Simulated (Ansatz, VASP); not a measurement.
# Two plane-wave programs on KBr

```
K Br
1.0
     0.00000    3.27473    3.27473
     3.27473    0.00000    3.27473
     3.27473    3.27473    0.00000
K Br
1 1
Direct
  0.00000 0.00000 0.00000
  0.50000 0.50000 0.50000
```

Alike in both runs: functional PBEsol; k mesh 6 × 6 × 6; no spin polarisation.

Ansatz relaxed the structure, and its values are those at the end. VASP's run is a single point on that final structure, the one shown.

|  | VASP | Ansatz |
| --- | --- | --- |
| version | VASP 6.6.1 | Ansatz 0.2.0 |
| potentials or method | VASP PAW PBE potentials, release 64 (K_sv, Br) | plane waves, PAW |
| plane-wave cutoff (eV) | 500 | 420 |
| occupations | gaussian, width 0.01 eV | fixed |
| valence electrons in the cell | 16 | 16 |

Ansatz gave:

```
pressure (GPa) : 0.0
```

**Question.** Which values does VASP return?

**Answer.** Pressure (GPa): 0.1.

VASP's potentials were made for PBE, not for PBEsol, and Ansatz warns of the same on its side.
